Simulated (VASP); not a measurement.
Wanted: the native input for a VASP 6.6.1 run.

* Task: single point
* Functional: PBEsol
* Potentials or basis: VASP PAW PBE potentials, release 64 (Sn_d, S)
* Cutoff: 500 eV
* k mesh: 9 × 9 × 6
* Occupations: gaussian, width 0.02 eV
* Spin: non-collinear spin, zero start, spin-orbit coupling
* Starting moments: [[0.0, 0.0, 0.0], [0.0, 0.0, 0.0], [0.0, 0.0, 0.0]] μB
* Dipole correction: no
* Further INCAR settings: ALGO = Normal; EDIFF = 1e-06; NBANDS = 39

The structure of SnS2 (so) lies in POSCAR:

```
SnS2
1.0
    3.6509222555      0.0000000000      0.0000000000
   -1.8254611278      3.1617914205      0.0000000000
    0.0000000000      0.0000000000      6.0743884186
Sn S
1 2
Direct
    0.0000000000      0.0000000000      0.0000000000
    0.3333333333      0.6666666667      0.2426538513
    0.6666666667      0.3333333333      0.7573461487
```

These files were run (other wordings do the same):

INCAR

```
SYSTEM = SnS2
ALGO     = Normal         ! electronic algorithm
EDIFF    = 1E-6           ! SCF threshold, eV
ENCUT    = 500            ! plane-wave cutoff, eV
GGA      = PS             ! functional
GGA_COMPAT= .FALSE.      
ISIF     = 2              ! what is computed and relaxed
ISMEAR   = 0              ! smearing method
LASPH    = .TRUE.         ! aspherical terms in the spheres
LCHARG   = .FALSE.        ! write CHGCAR
LNONCOLLINEAR= .TRUE.         ! non-collinear magnetism
LORBIT   = 11             ! projections on sites
LORBMOM  = .TRUE.       
LREAL    = .FALSE.        ! projectors in reciprocal space
LSORBIT  = .TRUE.         ! spin-orbit coupling
LWAVE    = .FALSE.        ! write WAVECAR
MAGMOM   = 0 0 0 0 0 0 0 0 0 ! initial moments
NBANDS   = 39             ! bands
NELM     = 200            ! most SCF steps
PREC     = Accurate       ! precision mode
SIGMA    = 0.02           ! smearing width, eV
```

KPOINTS

```
k-points
0
G
  9 9 6
  0 0 0
```

Potentials or basis: VASP PAW PBE potentials, release 64 (Sn_d, S).

Run with:

```console
$ cat potpaw_PBE.64/Sn_d/POTCAR potpaw_PBE.64/S/POTCAR > POTCAR
$ mpirun -np 1 vasp_ncl > vasp.out
```

It gave:

The pressure is -0.1 GPa, the net moment is 0.00 μB per cell and the valence electrons inside the program's atomic spheres are Sn 12.23; S 3.67.

Caveat: the PAW data sets were made with another functional, which shifts forces and pressure a little; this functional lacks dispersion, which binds the layers, so the pressure and a relaxed spacing across them are unreliable.

Wall time 9.2 min on 1 thread of AMD EPYC 7R13 (shared host), peak memory 0.44 GiB.
